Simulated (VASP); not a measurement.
Wanted: the native input for a VASP 6.6.1 run.

```
Task                   : single point
Functional             : PBE
Potentials or basis    : VASP PAW PBE potentials, release 64 (Cs_sv)
Cutoff                 : 520 eV
k mesh                 : 3 × 3 × 1
Occupations            : gaussian, width 0.1 eV
Spin                   : no spin polarisation
Dipole correction      : yes
Further INCAR settings : ALGO = Normal; EDIFF = 1e-07; NBANDS = 20
```

The structure of Cs lies in POSCAR:

```
Cs
1.0
    9.2972427133      0.0000000000      0.0000000000
   -4.6486213566      8.0516483749      0.0000000000
    0.0000000000      0.0000000000     28.9657889728
Cs
3
Direct
    0.3333333333      0.6666666667      0.2986006030
    0.6666666667      0.3333333333      0.2537751675
    0.0000000000      1.0000000000      0.2761878852
```

The cell was built from a structure type or drawn by symmetry, and may not be a known phase.

One way to write it, as run:

INCAR

```
SYSTEM = Cs
PREC = Accurate ; ENCUT = 520
EDIFF = 1E-7 ; ISMEAR = 0
SIGMA = 0.1 ; LREAL = .False.
LASPH = .True. ; NELM = 60
ALGO = Normal ; ISIF = 2
LWAVE = .False. ; LCHARG = .False.
LDIPOL = .True. ; IDIPOL = 3
DIPOL = 0.5 0.5 0.276 ; GGA = PE
NBANDS = 20
```

KPOINTS

```
Automatic mesh
0
Gamma
  3 3 1
  0 0 0
```

Potentials or basis: VASP PAW PBE potentials, release 64 (Cs_sv).

Run with:

```sh
$ cat potpaw_PBE.64/Cs_sv/POTCAR > POTCAR
$ mpirun -np 1 vasp_std > vasp.out
```

Results of the run:

The largest force is 0.022 eV/Å. The band gap on the k mesh is zero (an odd number of electrons rules out a gap without spin polarisation).

Caveat: spin-orbit coupling is left out, which moves the levels of the heavy elements.

Run time: 4.2 min on 1 thread of AMD EPYC 9R45 96-Core Processor (Zen 5), with other jobs on the host, peak memory 1.4 GiB.
